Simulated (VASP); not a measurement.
# NiS (P6_3/mmc) in VASP: single point with LDA+U

Aim: the single point of NiS with LDA+U.

Program: VASP 6.6.1. These are calculated values, not measurements. Logs are shortened: lines on timing, memory, paths and dates and some standing lists are left out, and cuts for length are marked.

### Step 1. The cell of the first run

The structure is hexagonal, space group P6_3/mmc (No. 194). Conventional cell: a = 3.425 Å, b = 3.425 Å, c = 5.340 Å, α = 90.00°, β = 90.00°, γ = 120.00°. Ni (site symmetry -3m) has 6 S at 2.39 Å and 2 Ni at 2.67 Å within 3.2 Å. S (site symmetry -6m2) has 6 Ni at 2.39 Å and 12 S at 3.32 to 3.43 Å within 3.5 Å.

### Step 2. Single point, LDA+U, collinear spin, antiferromagnetic start

Contents of INCAR:

```
SYSTEM = NiS
PREC = Accurate ; ENCUT = 520
EDIFF = 1E-6 ; ISMEAR = 0
SIGMA = 0.05 ; LREAL = .FALSE.
LASPH = .TRUE. ; NELM = 150
ALGO = Normal ; ISIF = 2
LWAVE = .FALSE. ; LCHARG = .TRUE.
ISPIN = 2 ; MAGMOM = 1.07 -1.07 0 0
LORBIT = 11 ; LMAXMIX = 4
LDAU = .TRUE. ; LDAUTYPE = 1
LDAUL = 2 -1 ; LDAUU = 4 0
LDAUJ = 0.9 0 ; LDAUPRINT = 1
LELF = .TRUE. ; LVHAR = .TRUE.
NBANDS = 28
```

Contents of KPOINTS:

```
Automatic mesh
0
G
  6 6 4
  0 0 0
```

Contents of POSCAR:

```
NiS
1.0
    3.4250012100      0.0000000000      0.0000000000
   -1.7125006100      2.9661380600      0.0000000000
    0.0000000000      0.0000000000      5.3399998700
Ni S
2 2
Direct
    0.0000000000      0.0000000000      0.0000000000
    0.0000000000      0.0000000000      0.5000000000
    0.3333333333      0.6666666667      0.2500000000
    0.6666666667      0.3333333333      0.7500000000
```

Potentials or basis: VASP PAW LDA potentials, release 64 (Ni, S).

On the command line:

```
cat potpaw_LDA.64/Ni/POTCAR potpaw_LDA.64/S/POTCAR > POTCAR
mpirun -np 1 vasp_std > vasp.out
```

OUTCAR:

```text
SYSTEM = NiS
   PREC = Accurate
   ENCUT = 520
   EDIFF = 1E-6
   ISMEAR = 0
   LREAL = .FALSE.
   LASPH = .TRUE.
   NELM = 150
   ISIF = 2
   ISPIN = 2
   LORBIT = 11

 ion  position               nearest neighbor table
   1  0.000  0.000  0.000-   4 2.39   3 2.39   4 2.39   3 2.39   4 2.39   3 2.39   2 2.67   2 2.67

   2  0.000  0.000  0.500-   4 2.39   3 2.39   4 2.39   3 2.39   4 2.39   3 2.39   1 2.67   1 2.67

   3  0.333  0.667  0.250-   1 2.39   2 2.39   1 2.39   2 2.39   1 2.39   2 2.39
   4  0.667  0.333  0.750-   1 2.39   2 2.39   1 2.39   2 2.39   1 2.39   2 2.39

  LATTYP: Found a hexagonal cell.
 ALAT       =     3.4250012100
 C/A-ratio  =     1.5591234988

  Lattice vectors:

 A1 = (   3.4250012100,   0.0000000000,   0.0000000000)
 A2 = (  -1.7125006100,   2.9661380600,   0.0000000000)
 A3 = (   0.0000000000,   0.0000000000,   5.3399998700)

Analysis of symmetry for initial positions (statically):
=====================================================================
 Subroutine PRICEL returns:
 Original cell was already a primitive cell.

 Routine SETGRP: Setting up the symmetry group for a
 hexagonal supercell.

 Subroutine GETGRP returns: Found 24 space group operations
 (whereof 12 operations were pure point group operations)
 out of a pool of 24 trial point group operations.

The static configuration has the point symmetry D_3d.
 The point group associated with its full space group is D_6h.

Analysis of symmetry for dynamics (positions and initial velocities):
=====================================================================
 Subroutine PRICEL returns:
 Original cell was already a primitive cell.

 Routine SETGRP: Setting up the symmetry group for a
 hexagonal supercell.

 Subroutine GETGRP returns: Found 24 space group operations
 (whereof 12 operations were pure point group operations)
 out of a pool of 24 trial point group operations.

The dynamic configuration has the point symmetry D_3d.
 The point group associated with its full space group is D_6h.

Analysis of structural, dynamic, and magnetic symmetry:
=====================================================================
 Subroutine PRICEL returns:
 Original cell was already a primitive cell.

 Routine SETGRP: Setting up the symmetry group for a
 hexagonal supercell.

 Subroutine GETGRP returns: Found 24 space group operations
 (whereof 12 operations were pure point group operations)
 out of a pool of 24 trial point group operations.

The overall configuration has the point symmetry D_3d.
 The point group associated with its full space group is D_6h.

 Subroutine INISYM returns: Found 24 space group operations
 (whereof 12 operations are pure point group operations),
 and found     1 'primitive' translations

----------------------------------------------------------------------------------------

                                     Primitive cell

  volume of cell :      54.2492

  direct lattice vectors                    reciprocal lattice vectors
     3.425001210  0.000000000  0.000000000     0.291970700  0.168569362  0.000000000
    -1.712500610  2.966138060  0.000000000     0.000000000  0.337138724  0.000000000
     0.000000000  0.000000000  5.339999870     0.000000000  0.000000000  0.187265922

  length of vectors
     3.425001210  3.425001216  5.339999870     0.337138724  0.337138724  0.187265922

[... 150 lines left out ...]
  o =  0.9416  v = -0.3304  0.5696 -0.0000 -0.2676  0.7034  0.0000  0.0000  0.0000  0.0000  0.0000      0.0000  0.0000  0.0000  0.0000  0.0000  0.0000  0.0000  0.0000  0.0000  0.0000
  o =  0.9432  v =  0.0000  0.0000  0.0000  0.0000  0.0000  0.0000  0.0000 -1.0000  0.0000  0.0000      0.0000  0.0000  0.0000  0.0000  0.0000  0.0000  0.0000  0.0000  0.0000  0.0000
  o =  0.9452  v =  0.0000  0.0000  0.0000  0.0000  0.0000  0.7416  0.2438  0.0000  0.5190  0.3483      0.0000  0.0000  0.0000  0.0000  0.0000  0.0000  0.0000  0.0000  0.0000  0.0000
  o =  0.9452  v =  0.0000  0.0000  0.0000  0.0000  0.0000 -0.3483  0.5190  0.0000 -0.2438  0.7416      0.0000  0.0000  0.0000  0.0000  0.0000  0.0000  0.0000  0.0000  0.0000  0.0000
  o =  0.9492  v =  0.0000  0.0000  1.0000  0.0000  0.0000  0.0000  0.0000  0.0000  0.0000  0.0000      0.0000  0.0000  0.0000  0.0000  0.0000  0.0000  0.0000  0.0000  0.0000  0.0000
  o =  0.9715  v = -0.5696  0.3304 -0.0000  0.7034 -0.2676  0.0000  0.0000  0.0000  0.0000  0.0000      0.0000  0.0000  0.0000  0.0000  0.0000  0.0000  0.0000  0.0000  0.0000  0.0000
  o =  0.9715  v =  0.2676  0.7034 -0.0000 -0.3304 -0.5696  0.0000  0.0000  0.0000  0.0000  0.0000      0.0000  0.0000  0.0000  0.0000  0.0000  0.0000  0.0000  0.0000  0.0000  0.0000

atom =   2  type =  1  l = 2

 onsite density matrix

spin component  1

  0.7734 -0.0000  0.0000 -0.2456  0.0000
 -0.0000  0.5943 -0.0000 -0.0000 -0.2456
  0.0000 -0.0000  0.9432 -0.0000  0.0000
 -0.2456 -0.0000 -0.0000  0.5943  0.0000
  0.0000 -0.2456  0.0000  0.0000  0.7734

spin component  2

  0.9534  0.0000  0.0000  0.0146  0.0000
  0.0000  0.9596  0.0000 -0.0000  0.0146
  0.0000  0.0000  0.9492  0.0000  0.0000
  0.0146 -0.0000  0.0000  0.9596 -0.0000
  0.0000  0.0146  0.0000 -0.0000  0.9534

 occupancies and eigenvectors

  o =  0.4224  v =  0.5190  0.3483 -0.0000  0.7416  0.2438  0.0000  0.0000  0.0000  0.0000  0.0000      0.0000  0.0000  0.0000  0.0000  0.0000  0.0000  0.0000  0.0000  0.0000  0.0000
  o =  0.4224  v =  0.2438 -0.7416  0.0000  0.3483 -0.5190  0.0000  0.0000  0.0000  0.0000  0.0000      0.0000  0.0000  0.0000  0.0000  0.0000  0.0000  0.0000  0.0000  0.0000  0.0000
  o =  0.9416  v =  0.0000  0.0000  0.0000  0.0000  0.0000  0.7034 -0.2676 -0.0000 -0.5696  0.3304      0.0000  0.0000  0.0000  0.0000  0.0000  0.0000  0.0000  0.0000  0.0000  0.0000
  o =  0.9416  v =  0.0000  0.0000  0.0000  0.0000  0.0000  0.3304  0.5696  0.0000 -0.2676 -0.7034      0.0000  0.0000  0.0000  0.0000  0.0000  0.0000  0.0000  0.0000  0.0000  0.0000
  o =  0.9432  v =  0.0000 -0.0000 -1.0000 -0.0000  0.0000  0.0000  0.0000  0.0000  0.0000  0.0000      0.0000  0.0000  0.0000  0.0000  0.0000  0.0000  0.0000  0.0000  0.0000  0.0000
  o =  0.9452  v =  0.7416 -0.2438  0.0000 -0.5190  0.3483  0.0000  0.0000  0.0000  0.0000  0.0000      0.0000  0.0000  0.0000  0.0000  0.0000  0.0000  0.0000  0.0000  0.0000  0.0000
  o =  0.9452  v = -0.3483 -0.5190  0.0000  0.2438  0.7416  0.0000  0.0000  0.0000  0.0000  0.0000      0.0000  0.0000  0.0000  0.0000  0.0000  0.0000  0.0000  0.0000  0.0000  0.0000
  o =  0.9492  v =  0.0000  0.0000  0.0000  0.0000  0.0000  0.0000 -0.0000  1.0000 -0.0000  0.0000      0.0000  0.0000  0.0000  0.0000  0.0000  0.0000  0.0000  0.0000  0.0000  0.0000
  o =  0.9715  v =  0.0000  0.0000  0.0000  0.0000  0.0000 -0.5696 -0.3304 -0.0000 -0.7034 -0.2676      0.0000  0.0000  0.0000  0.0000  0.0000  0.0000  0.0000  0.0000  0.0000  0.0000
  o =  0.9715  v =  0.0000  0.0000  0.0000  0.0000  0.0000  0.2676 -0.7034 -0.0000  0.3304 -0.5696      0.0000  0.0000  0.0000  0.0000  0.0000  0.0000  0.0000  0.0000  0.0000  0.0000

 number of electron      31.9999984 magnetization      -0.0000000

 Free energy of the ion-electron system (eV)
  ---------------------------------------------------
  ext. energy  EPLUGINS =         0.00000000
  ---------------------------------------------------
  free energy    TOTEN  =       -20.75630764 eV

  energy without entropy =      -20.75630764  energy(sigma->0) =      -20.75630764

 E-fermi :   8.3179     XC(G=0): -12.0243

 val. band max:        8.1240786484   @ k =   0.0000   0.0000   0.5000
 cond. band min:       8.5170041645   @ k =   0.3333   0.3333   0.0000
 fundamental gap:      0.3929255161
 Fermi energy:         8.3179237333

 spin component 1

 k-point     1 :       0.0000    0.0000    0.0000
  band No.  band energies     occupation
      1      -7.1621      1.00000
      2      -4.8372      1.00000
      3       0.5795      1.00000
      4       2.5892      1.00000
      5       2.5892      1.00000
      6       3.8228      1.00000
[... 640 lines left out ...]
     27      21.0555      0.00000
     28      21.0555      0.00000
 Fermi energy:         8.3179237333

 spin component 2

 k-point     1 :       0.0000    0.0000    0.0000
  band No.  band energies     occupation
      1      -7.1621      1.00000
      2      -4.8372      1.00000
      3       0.5795      1.00000
      4       2.5892      1.00000
      5       2.5892      1.00000
      6       3.8228      1.00000
[... 640 lines left out ...]
     27      21.0555      0.00000
     28      21.0555      0.00000

------------------------ aborting loop because EDIFF is reached ----------------------------------------

  FORCE on cell =-STRESS in cart. coord.  units (eV):
  Direction    XX          YY          ZZ          XY          YZ          ZX
  --------------------------------------------------------------------------------------
  -------------------------------------------------------------------------------------
  Total       -2.0417468     -2.0417468     -2.8654715      0.0000000      0.0000000      0.0000000
  in kB      -60.3002510    -60.3002512    -84.6278570      0.0000001      0.0000000      0.0000000
  external PRESSURE =     -68.4094531 kB  Pullay stress =       0.0000000 kB

 VOLUME and BASIS-vectors are now :
 -----------------------------------------------------------------------------
  energy-cutoff  :      520.00
  volume of cell :       54.25
      direct lattice vectors                 reciprocal lattice vectors
     3.425001210  0.000000000  0.000000000     0.291970700  0.168569362  0.000000000
    -1.712500610  2.966138060  0.000000000     0.000000000  0.337138724  0.000000000
     0.000000000  0.000000000  5.339999870     0.000000000  0.000000000  0.187265922

 POSITION                                       TOTAL-FORCE (eV/Angst)
 -----------------------------------------------------------------------------------
      0.00000      0.00000      0.00000         0.000000      0.000000     -0.000000
      0.00000      0.00000      2.67000         0.000000      0.000000     -0.000000
     -0.00000      1.97743      1.33500         0.000000     -0.000000     -0.000000
      1.71250      0.98871      4.00500        -0.000000      0.000000      0.000000
 -----------------------------------------------------------------------------------
    total drift:                               -0.000000      0.000000     -0.000000

  FREE ENERGIE OF THE ION-ELECTRON SYSTEM (eV)
  ---------------------------------------------------
  free  energy   TOTEN  =       -20.7563076401 eV

  energy  without entropy=      -20.7563076398  energy(sigma->0) =      -20.75630764

 total charge

# of ion       s       p       d       tot
------------------------------------------
    1        0.383   0.460   8.425   9.268
    2        0.383   0.460   8.425   9.268
    3        1.335   2.351   0.000   3.686
    4        1.335   2.351   0.000   3.686
--------------------------------------------------
tot          3.437   5.623  16.850  25.910

 magnetization (x)

# of ion       s       p       d       tot
------------------------------------------
    1       -0.007  -0.017   1.098   1.073
    2        0.007   0.017  -1.098  -1.073
    3        0.000   0.000   0.000   0.000
    4        0.000   0.000   0.000   0.000
--------------------------------------------------
tot          0.000   0.000   0.000   0.000
```

Wall time 56 s (1 thread of AMD EPYC 7R43 (Zen 3), shared host); peak memory 0.14 GiB.

Results:

| Property | Result |
| --- | --- |
| Free energy | -20.7563 eV |
| Pressure | -6.8 GPa |
| Band gap on the k mesh | 0.39 eV (least direct gap 0.79 eV) |
| Net moment | 0.00 μB per cell |
| Site moments | Ni +1.07, -1.07; S +0.00 μB |
| Valence electrons inside the program's atomic spheres | Ni 9.27; S 3.69 |

Stress tensor (GPa, compression positive):
```
-6.03  0.00  0.00
 0.00 -6.03  0.00
 0.00  0.00 -8.46
```

Eigenvalues of the final occupation matrices:
```csv
site,spin,trace,eigenvalues
site 1 d,1,4.78,0.94 0.94 0.95 0.97 0.97
site 1 d,2,3.68,0.42 0.42 0.94 0.95 0.95
site 2 d,1,3.68,0.42 0.42 0.94 0.95 0.95
site 2 d,2,4.78,0.94 0.94 0.95 0.97 0.97
```

Caveat: the cell stands under tension; the antiferromagnetic order is the one typed at the start, and another may lie lower; semilocal functionals underestimate gaps, and a narrow one can read as zero. A k mesh can miss the band edges.
